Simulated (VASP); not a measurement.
# Al2O3 (Pnnm) in VASP: a series of runs

Al2O3 is run at these levels: PBE; tasks: single point.

All numbers are computed with VASP 6.6.1; they aren't measurements. Logs are shortened: lines on timing, memory, paths and dates and some standing lists are left out, and cuts for length are marked.

### 1 The cell of the first run

The structure is orthorhombic, space group Pnnm (No. 58). The conventional cell has a = 4.712 Å, b = 9.704 Å, c = 3.026 Å, α = 90.00°, β = 90.00°, γ = 90.00°. Al (site symmetry m) has 4 O at 1.68 to 1.81 Å within 2.2 Å. O (site symmetry m) has 3 Al at 1.81 Å within 2.4 Å. O (site symmetry 2/m) has 2 Al at 1.68 Å within 2.2 Å.

### 2 Single point, PBE

INCAR

```
SYSTEM = Al2O3
  PREC = Accurate
  ENCUT = 520
  EDIFF = 1E-7
  ISMEAR = 0
  SIGMA = 0.05
  LREAL = .FALSE.
  LASPH = .TRUE.
  NELM = 60
  ALGO = Normal
  ISIF = 2
  LWAVE = .FALSE.
  LCHARG = .TRUE.
  GGA = PE
  LELF = .TRUE.
  LVHAR = .TRUE.
  NBANDS = 35
```

KPOINTS

```
Automatic mesh
0
G
  6 4 8
  0 0 0
```

POSCAR

```
Al2O3
1.0
    4.7121766311      0.0000000000      0.0000000000
    0.0000000000      9.7035371733      0.0000000000
    0.0000000000      0.0000000000      3.0257116887
Al O
4 6
Direct
    0.4404579186      0.3289195574      0.5000000000
    0.5595420814      0.6710804426      0.5000000000
    0.9404579186      0.1710804426      0.0000000000
    0.0595420814      0.8289195574      0.0000000000
    0.7663318114      0.2293024427      0.5000000000
    0.0000000000      0.0000000000      0.0000000000
    0.7336681886      0.7293024427      0.0000000000
    0.2663318114      0.2706975573      0.0000000000
    0.2336681886      0.7706975573      0.5000000000
    0.5000000000      0.5000000000      0.5000000000
```

Potentials or basis: VASP PAW PBE potentials, release 64 (Al, O).

The run is started by

```sh
cat potpaw_PBE.64/Al/POTCAR potpaw_PBE.64/O/POTCAR > POTCAR
mpirun -np 1 vasp_std > vasp.out
```

OUTCAR:

```text
SYSTEM = Al2O3
   PREC = Accurate
   ENCUT = 520
   EDIFF = 1E-7
   ISMEAR = 0
   LREAL = .FALSE.
   LASPH = .TRUE.
   NELM = 60
   ISIF = 2
   GGA = PE

 ion  position               nearest neighbor table
   1  0.440  0.329  0.500-  10 1.68   8 1.81   8 1.81   5 1.81   3 3.19   3 3.19   3 3.19   3 3.19

   2  0.560  0.671  0.500-  10 1.68   7 1.81   7 1.81   9 1.81   4 3.19   4 3.19   4 3.19   4 3.19

   3  0.940  0.171  0.000-   6 1.68   5 1.81   5 1.81   8 1.81   1 3.19   1 3.19   1 3.19   1 3.19

   4  0.060  0.829  0.000-   6 1.68   9 1.81   9 1.81   7 1.81   2 3.19   2 3.19   2 3.19   2 3.19

   5  0.766  0.229  0.500-   3 1.81   3 1.81   1 1.81
   6  0.000  0.000  0.000-   3 1.68   4 1.68
   7  0.734  0.729  0.000-   2 1.81   2 1.81   4 1.81
   8  0.266  0.271  0.000-   1 1.81   1 1.81   3 1.81
   9  0.234  0.771  0.500-   4 1.81   4 1.81   2 1.81
  10  0.500  0.500  0.500-   1 1.68   2 1.68

  LATTYP: Found a simple orthorhombic cell.
 ALAT       =     3.0257116887
 B/A-ratio  =     1.5573779381
 C/A-ratio  =     3.2070263699

  Lattice vectors:

 A1 = (   0.0000000000,   0.0000000000,   3.0257116887)
 A2 = (   4.7121766311,   0.0000000000,   0.0000000000)
 A3 = (   0.0000000000,   9.7035371733,   0.0000000000)

Analysis of symmetry for initial positions (statically):
=====================================================================
 Subroutine PRICEL returns:
 Original cell was already a primitive cell.

 Routine SETGRP: Setting up the symmetry group for a
 simple orthorhombic supercell.

 Subroutine GETGRP returns: Found  8 space group operations
 (whereof  4 operations were pure point group operations)
 out of a pool of  8 trial point group operations.

The static configuration has the point symmetry C_2h.
 The point group associated with its full space group is D_2h.

Analysis of symmetry for dynamics (positions and initial velocities):
=====================================================================
 Subroutine PRICEL returns:
 Original cell was already a primitive cell.

 Routine SETGRP: Setting up the symmetry group for a
 simple orthorhombic supercell.

 Subroutine GETGRP returns: Found  8 space group operations
 (whereof  4 operations were pure point group operations)
 out of a pool of  8 trial point group operations.

The dynamic configuration has the point symmetry C_2h.
[... 122 lines left out ...]
   ISIF   =      2    stress and relaxation
   ISYM   =      2    0-nonsym 1-usesym 2-fastsym
   POTIM  = 0.5000    time-step for ionic-motion
   TEBEG  =    0.0;   TEEND  =   0.0 temperature during run
   PSTRESS=    0.0 pullay stress
   NELECT =      48.0000    total number of electrons
   NUPDOWN=      -1.0000    fix difference up-down
   EMIN   =  10.00;   EMAX   =-10.00  energy-range for DOS
   EFERMI =   0.00;   METHOD = LEGACY
   ISMEAR =     0;   SIGMA  =   0.05  broadening in eV -4-tet -1-fermi 0-gaus
   EFERMI_NEDOS =   21; number of points for ismear=-14 and -15
   IALGO  =     38    algorithm
   IMIX   =      4    mixing-type and parameters
     AMIX     =   0.40;   BMIX     =  1.00
     AMIX_MAG =   1.60;   BMIX_MAG =  1.00
  volume/ion in A,a.u.               =      13.84        93.36
  Fermi-wavevector in a.u.,A,eV,Ry     =   1.150347  2.173841 18.004564  1.323298
  Thomas-Fermi vector in A             =   2.287011
   LORBIT       =      0    0 simple, 1 ext, 2 COOP (PROOUT), +10 PAW based schemes
   GGA     = PE    functional components
   LHFCALC =     F    Hartree Fock is set to
   AEXX    =    0.0000 exact exchange contribution
   IVDW    =     0    specifies the selected vdW correction
   LEPSILON=     F    determine dielectric tensor
   LRPA    =     F    only Hartree local field effects (RPA)
 non-spin polarized calculation
 Gauss-broadening in eV      SIGMA  =   0.05
  energy-cutoff  :      520.00
  volume of cell :      138.35
 maximum number of plane-waves:      3764
 NGX is ok and might be reduce to    36
   NGX = 17   NGY = 37   NGZ = 11

 number of electron      47.9999984 magnetization

 Free energy of the ion-electron system (eV)
  ---------------------------------------------------
  ext. energy  EPLUGINS =         0.00000000
  ---------------------------------------------------
  free energy    TOTEN  =       -74.03994682 eV

  energy without entropy =      -74.03994682  energy(sigma->0) =      -74.03994682

 E-fermi :   2.2584     XC(G=0):  -8.7227

 val. band max:        1.9681831293   @ k =   0.0000   0.0000   0.0000
 cond. band min:       5.3873816801   @ k =   0.0000   0.0000   0.0000
 fundamental gap:      3.4191985509
 Fermi energy:         2.2584015485

 k-point     1 :       0.0000    0.0000    0.0000
  band No.  band energies     occupation
      1     -17.1158      2.00000
      2     -17.0427      2.00000
      3     -15.9282      2.00000
      4     -15.9104      2.00000
      5     -14.5313      2.00000
      6     -14.4042      2.00000
[... 901 lines left out ...]
     34      12.5555      0.00000
     35      12.8783      0.00000

 [... further k-points ...]

------------------------ aborting loop because EDIFF is reached ----------------------------------------

  FORCE on cell =-STRESS in cart. coord.  units (eV):
  Direction    XX          YY          ZZ          XY          YZ          ZX
  --------------------------------------------------------------------------------------
  -------------------------------------------------------------------------------------
  Total        0.3835974      0.4731937      0.2112553     -0.0000000      0.0000000      0.0000000
  in kB        4.4422917      5.4798708      2.4464653     -0.0000000      0.0000000      0.0000000
  external PRESSURE =       4.1228759 kB  Pullay stress =       0.0000000 kB

 VOLUME and BASIS-vectors are now :
 -----------------------------------------------------------------------------
  energy-cutoff  :      520.00
  volume of cell :      138.35
      direct lattice vectors                 reciprocal lattice vectors
     4.712176631  0.000000000  0.000000000     0.212216154  0.000000000  0.000000000
     0.000000000  9.703537173  0.000000000     0.000000000  0.103055204  0.000000000
     0.000000000  0.000000000  3.025711689     0.000000000  0.000000000  0.330500756

 POSITION                                       TOTAL-FORCE (eV/Angst)
 -----------------------------------------------------------------------------------
      2.07552      3.19168      1.51286        -0.009022     -0.009981      0.000000
      2.63666      6.51185      1.51286         0.009022      0.009981      0.000000
      4.43160      1.66009      0.00000        -0.009022      0.009981      0.000000
      0.28057      8.04345      0.00000         0.009022     -0.009981      0.000000
      3.61109      2.22504      1.51286        -0.011263      0.000581      0.000000
      0.00000      0.00000      0.00000         0.000000     -0.000000      0.000000
      3.45717      7.07681      0.00000         0.011263      0.000581     -0.000000
      1.25500      2.62672      0.00000        -0.011263     -0.000581      0.000000
      1.10109      7.47849      1.51286         0.011263     -0.000581     -0.000000
      2.35609      4.85177      1.51286         0.000000     -0.000000      0.000000
 -----------------------------------------------------------------------------------
    total drift:                               -0.000000      0.000000      0.000000

  FREE ENERGIE OF THE ION-ELECTRON SYSTEM (eV)
  ---------------------------------------------------
  free  energy   TOTEN  =       -74.0399468152 eV

  energy  without entropy=      -74.0399468152  energy(sigma->0) =      -74.03994682
```

OSZICAR:

```text
N       E                     dE             d eps       ncg     rms          rms(c)
DAV:   1     0.256224639696E+03    0.25622E+03   -0.22960E+04  4200   0.122E+03
DAV:   2    -0.645701485898E+02   -0.32079E+03   -0.30587E+03  5511   0.272E+02
DAV:   3    -0.857527942939E+02   -0.21183E+02   -0.21065E+02  5338   0.746E+01
DAV:   4    -0.859907354842E+02   -0.23794E+00   -0.23776E+00  5064   0.892E+00
DAV:   5    -0.859944482565E+02   -0.37128E-02   -0.37117E-02  5205   0.111E+00    0.204E+01
DAV:   6    -0.740898615656E+02    0.11905E+02   -0.45652E+01  4819   0.345E+01    0.738E+00
DAV:   7    -0.740578914928E+02    0.31970E-01   -0.96911E-01  4753   0.507E+00    0.397E+00
DAV:   8    -0.740218808013E+02    0.36011E-01   -0.10711E-01  5211   0.245E+00    0.121E+00
DAV:   9    -0.740340346639E+02   -0.12154E-01   -0.38643E-02  4659   0.138E+00    0.287E-01
DAV:  10    -0.740378669022E+02   -0.38322E-02   -0.47071E-03  4785   0.350E-01    0.200E-01
DAV:  11    -0.740398997677E+02   -0.20329E-02   -0.23867E-03  4497   0.301E-01    0.642E-02
DAV:  12    -0.740399059303E+02   -0.61627E-05   -0.37956E-04  5133   0.120E-01    0.190E-02
DAV:  13    -0.740399424846E+02   -0.36554E-04   -0.10589E-04  4530   0.583E-02    0.135E-02
DAV:  14    -0.740399464986E+02   -0.40140E-05   -0.18800E-05  4772   0.263E-02    0.144E-03
DAV:  15    -0.740399468089E+02   -0.31027E-06   -0.79762E-07  5161   0.516E-03    0.967E-04
DAV:  16    -0.740399468152E+02   -0.63337E-08   -0.65997E-08  3293   0.165E-03
   1 F= -.74039947E+02 E0= -.74039947E+02  d E =-.109420E-17
```

stdout:

```text
POSCAR found type information on POSCAR AlO
 POSCAR found :  2 types and      10 ions
 scaLAPACK will be used
 LDA part: xc-table for (Slater+PW92), standard interpolation
 POSCAR, INCAR and KPOINTS ok, starting setup
 FFT: planning ... GRIDC
 FFT: planning ... GRID_SOFT
 FFT: planning ... GRID
 WAVECAR not read
 entering main loop
```

It took 8.1 min on 1 thread of Intel Xeon 8259CL, shared host; peak memory 0.36 GiB.

Results:

* Free energy: -74.0399 eV
* Pressure: 0.4 GPa
* Largest force: 0.013 eV/Å
* Band gap on the k mesh: 3.42 eV

Forces on the atoms (eV/Å):
```
Al  -0.009 -0.010  0.000
Al   0.009  0.010  0.000
Al  -0.009  0.010  0.000
Al   0.009 -0.010  0.000
O   -0.011  0.001  0.000
O    0.000  0.000  0.000
O    0.011  0.001  0.000
O   -0.011 -0.001  0.000
O    0.011 -0.001  0.000
O    0.000  0.000  0.000
```

Stress tensor (GPa, compression positive):
```
0.44 0.00 0.00
0.00 0.55 0.00
0.00 0.00 0.24
```

A k mesh can miss the band edges.

### 3 Single point, PBE

INCAR

```
SYSTEM = Al2O3
PREC     = Accurate       ! precision mode
ENCUT    = 520            ! plane-wave cutoff, eV
EDIFF    = 1E-7           ! SCF threshold, eV
ISMEAR   = 0              ! smearing method
SIGMA    = 0.05           ! smearing width, eV
LREAL    = .False.        ! projectors in reciprocal space
LASPH    = .True.         ! aspherical terms in the spheres
NELM     = 100            ! most SCF steps
ALGO     = Normal         ! electronic algorithm
ISIF     = 2              ! what is computed and relaxed
LWAVE    = .False.        ! write WAVECAR
LCHARG   = .False.        ! write CHGCAR
GGA      = PE             ! functional
NBANDS   = 35             ! bands
```

KPOINTS

```
regular mesh
0
Gamma
  6 4 8
  0 0 0
```

POSCAR

```
Al2O3
1.0
    4.7121766311      0.0000000000      0.0000000000
    0.0000000000      9.7035371733      0.0000000000
    0.0000000000      0.0000000000      3.0257116887
Al O
4 6
Direct
    0.4273845606      0.3298762562      0.5000000000
    0.5726154394      0.6701237438      0.5000000000
    0.9273845606      0.1701237438      0.0000000000
    0.0726154394      0.8298762562      0.0000000000
    0.7486546382      0.2257903167      0.5000000000
    0.0000000000      0.0000000000      0.0000000000
    0.7513453618      0.7257903167      0.0000000000
    0.2486546382      0.2742096833      0.0000000000
    0.2513453618      0.7742096833      0.5000000000
    0.5000000000      0.5000000000      0.5000000000
```

Potentials or basis: VASP PAW PBE potentials, release 64 (Al, O).

The run is started by

```sh
cat potpaw_PBE.64/Al/POTCAR potpaw_PBE.64/O/POTCAR > POTCAR
mpirun -np 1 vasp_std > vasp.out
```

Wall time 10 min (1 thread of Intel Xeon 8259CL, shared host); peak memory 0.37 GiB.

The run converged. Its results:

```yaml
Free_energy: -74.0413 eV
Pressure: -0.3 GPa
Largest_force: 0.020 eV/Å
Band_gap_on_the_k_mesh: 3.39 eV
```

Forces on the atoms (eV/Å):
```
Al   0.005 -0.019  0.000
Al  -0.005  0.019  0.000
Al   0.005  0.019  0.000
Al  -0.005 -0.019  0.000
O    0.002  0.006  0.000
O    0.000  0.000  0.000
O   -0.002  0.006  0.000
O    0.002 -0.006  0.000
O   -0.002 -0.006  0.000
O    0.000  0.000  0.000
```

Stress tensor (GPa, compression positive):
```
-0.40  0.00  0.00
 0.00 -0.19  0.00
 0.00  0.00 -0.36
```

Levels at points of the mesh, in eV from the valence-band top:
| k point | band 20 | band 21 | band 22 | band 23 | band 24 | band 25 | band 26 | band 27 | band 28 | band 29 |
| --- | --- | --- | --- | --- | --- | --- | --- | --- | --- | --- |
| (0.00, 0.00, 0.00) | -1.69 | -1.27 | -0.53 | -0.06 | 0.00 | 3.39 | 5.01 | 6.35 | 6.41 | 6.88 |
| (0.50, 0.00, 0.00) | -2.45 | -1.01 | -1.01 | -0.02 | -0.02 | 5.80 | 5.80 | 6.50 | 6.50 | 7.48 |
| (0.00, 0.50, 0.00) | -1.91 | -0.84 | -0.84 | -0.03 | -0.03 | 4.06 | 4.06 | 6.59 | 6.59 | 7.41 |
| (0.50, 0.50, 0.00) | -2.75 | -0.93 | -0.93 | -0.02 | -0.02 | 5.75 | 5.75 | 6.35 | 6.35 | 8.14 |
| (0.00, 0.00, 0.50) | -2.42 | -1.44 | -1.44 | -0.72 | -0.72 | 7.00 | 7.00 | 7.58 | 7.58 | 8.14 |
| (0.50, 0.00, 0.50) | -2.17 | -1.54 | -1.54 | -0.72 | -0.72 | 6.83 | 6.83 | 8.24 | 8.24 | 8.32 |
| (0.00, 0.50, 0.50) | -2.41 | -1.56 | -1.56 | -0.62 | -0.62 | 6.88 | 6.88 | 7.85 | 7.85 | 7.97 |
| (0.50, 0.50, 0.50) | -2.08 | -1.52 | -1.52 | -0.79 | -0.79 | 7.04 | 7.04 | 8.01 | 8.01 | 8.22 |

### 4 Single point, PBE

INCAR

```
PREC = Accurate
ENCUT = 520
EDIFF = 1E-6
ISMEAR = 0
SIGMA = 0.05
LREAL = F
LASPH = T
NELM = 100
ALGO = Normal
ISIF = 2
LWAVE = F
LCHARG = F
GGA = PE
NBANDS = 35
```

KPOINTS

```
regular mesh
0
Gamma
  6 4 8
```

POSCAR

```
Al2O3
1.0
    4.7121766311      0.0000000000      0.0000000000
    0.0000000000      9.7035371733      0.0000000000
    0.0000000000      0.0000000000      3.0257116887
Al O
4 6
Direct
    0.4469945976      0.3284412080      0.5000000000
    0.5530054024      0.6715587920      0.5000000000
    0.9469945976      0.1715587920      0.0000000000
    0.0530054024      0.8284412080      0.0000000000
    0.7751703980      0.2310585057      0.5000000000
    0.0000000000      0.0000000000      0.0000000000
    0.7248296020      0.7310585057      0.0000000000
    0.2751703980      0.2689414943      0.0000000000
    0.2248296020      0.7689414943      0.5000000000
    0.5000000000      0.5000000000      0.5000000000
```

The run is started by

```sh
cat potpaw_PBE.64/Al/POTCAR potpaw_PBE.64/O/POTCAR > POTCAR
mpirun -np 1 vasp_std > vasp.out
```

Wall time 8.5 min (1 thread of Intel Xeon 8259CL, shared host); peak memory 0.36 GiB.

The run converged. Its results:

```
Free energy            : -74.0364 eV
Pressure               : 0.7 GPa
Largest force          : 0.018 eV/Å
Band gap on the k mesh : 3.43 eV
```

Forces in eV/Å, atoms in the order of the input:
```
Al  -0.012  0.013  0.000
Al   0.012 -0.013  0.000
Al  -0.012 -0.013  0.000
Al   0.012  0.013  0.000
O   -0.016  0.001  0.000
O    0.000  0.000  0.000
O    0.016  0.001  0.000
O   -0.016 -0.001  0.000
O    0.016 -0.001  0.000
O    0.000  0.000  0.000
```

Stress tensor (GPa, compression positive):
```
0.79 0.00 0.00
0.00 0.68 0.00
0.00 0.00 0.52
```

Levels at points of the mesh, in eV from the valence-band top:
| k point | band 22 | band 23 | band 24 | band 25 | band 26 | band 27 |
| --- | --- | --- | --- | --- | --- | --- |
| (0.00, 0.00, 0.00) | -0.53 | -0.06 | 0.00 | 3.43 | 5.04 | 6.35 |
| (0.50, 0.00, 0.00) | -1.03 | -0.02 | -0.02 | 5.84 | 5.84 | 6.50 |
| (0.00, 0.50, 0.00) | -0.84 | -0.03 | -0.03 | 4.09 | 4.09 | 6.64 |
| (0.50, 0.50, 0.00) | -0.95 | -0.02 | -0.02 | 5.78 | 5.78 | 6.38 |
| (0.00, 0.00, 0.50) | -1.42 | -0.74 | -0.74 | 7.14 | 7.14 | 7.73 |
| (0.50, 0.00, 0.50) | -1.51 | -0.72 | -0.72 | 6.82 | 6.82 | 8.18 |
| (0.00, 0.50, 0.50) | -1.53 | -0.64 | -0.64 | 7.04 | 7.04 | 7.93 |
| (0.50, 0.50, 0.50) | -1.47 | -0.80 | -0.80 | 7.03 | 7.03 | 8.01 |

### 5 Summary

```csv
cell,gap on the mesh (eV),pressure (GPa),largest force (eV/Å)
"as given, atomic positions A",3.42,0.4,0.01
"as given, atomic positions B",3.39,-0.3,0.02
"as given, atomic positions C",3.43,0.7,0.02
```

Alike in all rows: task single point; level PBE; potentials or basis VASP PAW PBE potentials, release 64 (Al, O); no spin polarisation; k mesh 6 × 4 × 8; cutoff (eV) 520; smearing gaussian 0.05 eV.

Total energies depend on the potentials used, so only differences within one code and one set of settings carry meaning.
